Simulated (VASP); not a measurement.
A run of VASP 6.6.1:

INCAR

```
PREC     = Accurate       # precision mode
ENCUT    = 600            # plane-wave cutoff, eV
EDIFF    = 1E-6           # SCF threshold, eV
ISMEAR   = -1             # smearing method
SIGMA    = 0.05           # smearing width, eV
LREAL    = False          # projectors in reciprocal space
LASPH    = True           # aspherical terms in the spheres
NELM     = 80             # most SCF steps
ALGO     = Normal         # electronic algorithm
ISIF     = 3              # what is computed and relaxed
LWAVE    = False          # write WAVECAR
LCHARG   = False          # write CHGCAR
GGA      = PS             # functional
IBRION   = 2              # ionic algorithm
NSW      = 60             # ionic steps
EDIFFG   = -0.01          # ionic threshold
PSTRESS  = 20.0
```

KPOINTS

```
Automatic mesh
0
Gamma
  10 10 8
```

Contents of POSCAR:

```
TiB2
1.0
    3.0292000000      0.0000000000      0.0000000000
   -1.5146000000      2.6233641531      0.0000000000
    0.0000000000      0.0000000000      3.2284000000
Ti B
1 2
Direct
    0.0000000000      0.0000000000      0.0000000000
    0.6666666667      0.3333333333      0.5000000000
    0.3333333333      0.6666666667      0.5000000000
```

Potentials or basis: VASP PAW PBE potentials, release 64 (Ti_sv, B).

The run is started by

```bash
$ cat potpaw_PBE.64/Ti_sv/POTCAR potpaw_PBE.64/B/POTCAR > POTCAR
$ mpirun -np 1 vasp_std > vasp.out
```

Hardware: 1 thread of Intel(R) Xeon(R) Platinum 8488C (Sapphire Rapids), with other jobs on the host.

Task: Estimate the wall time of this run.

Result: Run time: 43 s on 1 thread of Intel(R) Xeon(R) Platinum 8488C (Sapphire Rapids), on a shared host, peak memory 0.17 GiB. Counts: scf iterations 40, k points 70, ion steps 4.
